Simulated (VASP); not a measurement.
**SiC: single point with PBEsol**

The system is SiC.

```
Si C
1.0
     0.00000    2.08753    2.08753
     2.08753    0.00000    2.08753
     2.08753    2.08753    0.00000
Si C
1 1
Direct
  0.00000 0.00000 0.00000
  0.75000 0.75000 0.75000
```

```yaml
Program: VASP 6.6.1
Task: single point
Functional: PBEsol
Potentials_or_basis: VASP PAW PBE potentials, release 64 (Si, C)
Cutoff: 520 eV
k_mesh: 12 × 12 × 12
Occupations: gaussian, width 0.05 eV
Spin: no spin polarisation
Dipole_correction: no
Further_INCAR_settings: ALGO = Normal; EDIFF = 1e-07; NBANDS = 11
```

```yaml
Pressure: 36.7 GPa
Band_gap_on_the_k_mesh: 1.11 eV, indirect (least direct gap 4.56 eV)
```

Levels at points of the mesh, in eV from the valence-band top:
| k point | band 1 | band 2 | band 3 | band 4 | band 5 | band 6 | band 7 | band 8 | band 9 |
| --- | --- | --- | --- | --- | --- | --- | --- | --- | --- |
| (0.00, 0.00, 0.00) | -16.47 | 0.00 | 0.00 | 0.00 | 7.70 | 8.19 | 8.19 | 8.19 | 15.24 |
| (0.50, 0.00, 0.00) | -12.36 | -9.34 | -1.08 | -1.08 | 6.58 | 7.67 | 7.67 | 10.63 | 17.70 |
| (0.50, 0.50, 0.00) | -10.76 | -8.27 | -3.46 | -3.46 | 1.11 | 4.67 | 15.49 | 15.49 | 16.52 |

It took 9 s on 1 thread of AMD EPYC 9R45 96-Core Processor (Zen 5), on a shared host, peak memory 0.11 GiB.

Caveat: the PAW data sets were made with another functional, which shifts forces and pressure a little. A k mesh can miss the band edges.
